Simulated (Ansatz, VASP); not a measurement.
**Two plane-wave programs on ZrB**

Contents of INCAR:

```
ALGO = Normal ; EDIFF = 1E-7
ENCUT = 520 ; GGA = PS
ISIF = 2 ; ISMEAR = 0
LASPH = T ; LCHARG = F
LREAL = F ; LWAVE = F
NBANDS = 14 ; NELM = 100
PREC = Accurate ; SIGMA = 0.15
```

KPOINTS

```
k-points
0
Gamma
  18 18 18
```

The input POSCAR:

```
ZrB
1.0
    0.0000000000      2.2552500000      2.3250000000
    2.2552500000      0.0000000000      2.3250000000
    2.2552500000      2.2552500000      0.0000000000
Zr B
1 1
Direct
    0.0000000000      0.0000000000      0.0000000000
    0.5000000000      0.5000000000      0.5000000000
```

Input for Ansatz:

```yaml
crystal:
  lattice:
    - [0.0, 2.25525, 2.325]
    - [2.25525, 0.0, 2.325]
    - [2.25525, 2.25525, 0.0]
  atoms:
    - { symbol: Zr, position: [0.0, 0.0, 0.0] }
    - { symbol: B, position: [0.5, 0.5, 0.5] }
basis:
  ecutwfc: 420
kpoints:
  mp_grid: { grid: [18, 18, 18] }
hamiltonian:
  xc: pbesol
scf:
  occupations: { method: gaussian, width: 0.15 }
output:
  forces: true
  stress: true
  eigenvalues: true
```

Change from the starting cell: strain -0.030 along x and y, +0.000 along z, atoms carried along.

Alike in both runs: task single point; functional PBEsol; k mesh 18 × 18 × 18; occupations gaussian, width 0.15 eV; no spin polarisation.

|  | VASP | Ansatz |
| --- | --- | --- |
| version | VASP 6.6.1 | Ansatz 0.2.0 |
| potentials or method | VASP PAW PBE potentials, release 64 (Zr_sv, B), cutoff 520 eV | scalar-relativistic, plane waves, PAW |
| valence electrons in the cell | 15 | 15 |

Ansatz gave:

| Property | Result |
| --- | --- |
| gap on the k mesh at the Fermi level (eV) | none |
| pressure (GPa) | 48.0 |
| traceless stress, the component that is largest in VASP (GPa) | -11.33 |

Problem. Estimate VASP's values.

Solution. gap on the k mesh at the Fermi level (eV): none; pressure (GPa): 48.3; traceless stress, the component that is largest in VASP (GPa): -11.36.

VASP's potentials were made for PBE, not for PBEsol. A gap of «none» marks a metal or a gap that the smearing closes. Both programs put the cell under a high pressure, so it lies far from rest at this level.
